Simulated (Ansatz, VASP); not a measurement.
# Two plane-wave programs on Ti

File INCAR:

```
SYSTEM = Ti
ALGO = Fast
EDIFF = 1E-7
ENCUT = 520
GGA = PS
ISIF = 2
ISMEAR = 0
LASPH = .TRUE.
LCHARG = .TRUE.
LELF = .TRUE.
LREAL = .FALSE.
LVHAR = .TRUE.
LWAVE = .FALSE.
NBANDS = 19
NELM = 80
PREC = Accurate
SIGMA = 0.15
```

File KPOINTS:

```
k-points
0
G
  12 12 8
  0 0 0
```

File POSCAR:

```
Ti
1.0
    0.0000000000     -2.0279211515     -2.0279211515
    0.0000000000      2.0279211515     -2.0279211515
    4.0558423029      0.0000000000      0.0000000000
Ti
2
Direct
    0.5115335839      0.5016926789      0.4925220142
   -0.0115335839     -0.0016926789      0.0074779858
```

Input for Ansatz:

```yaml
crystal:
  lattice:
    - [0.0, -2.0279211515, -2.0279211515]
    - [0.0, 2.0279211515, -2.0279211515]
    - [4.0558423029, 0.0, 0.0]
  atoms:
    - { symbol: Ti, position: [0.5115335839, 0.5016926789, 0.4925220142] }
    - { symbol: Ti, position: [-0.0115335839, -0.0016926789, 0.0074779858] }
basis:
  ecutwfc: 420
kpoints:
  mp_grid: { grid: [12, 12, 8] }
hamiltonian:
  xc: pbesol
scf:
  occupations: { method: gaussian, width: 0.15 }
output:
  forces: true
  stress: true
  eigenvalues: true
```

Change from the starting cell: all atoms moved at random, sigma 0.05 Å a component.

Alike in both runs: task single point; functional PBEsol; k mesh 12 × 12 × 8; occupations gaussian, width 0.15 eV; no spin polarisation.

```csv
,VASP,Ansatz
version,VASP 6.6.1,Ansatz 0.2.0
potentials or method,"VASP PAW PBE potentials, release 64 (Ti_sv), cutoff 520 eV","scalar-relativistic, plane waves, PAW"
valence electrons in the cell,24,24
```

VASP gave:

| Property | Result |
| --- | --- |
| gap on the k mesh at the Fermi level (eV) | none |
| pressure (GPa) | 0.0 |
| traceless stress, the component that is largest in VASP (GPa) | 0.29 |
| rms of the force components (eV/Å) | 0.199 |

**Question.** Which values does Ansatz return?

**Answer.** gap on the k mesh at the Fermi level (eV): none; pressure (GPa): 0.3; traceless stress, the component that is largest in VASP (GPa): 0.28; rms of the force components (eV/Å): 0.201.

VASP's potentials were made for PBE, not for PBEsol. Atom by atom the forces differ by 0.002 eV/Å (rms over components). A gap of «none» marks a metal or a gap that the smearing closes.
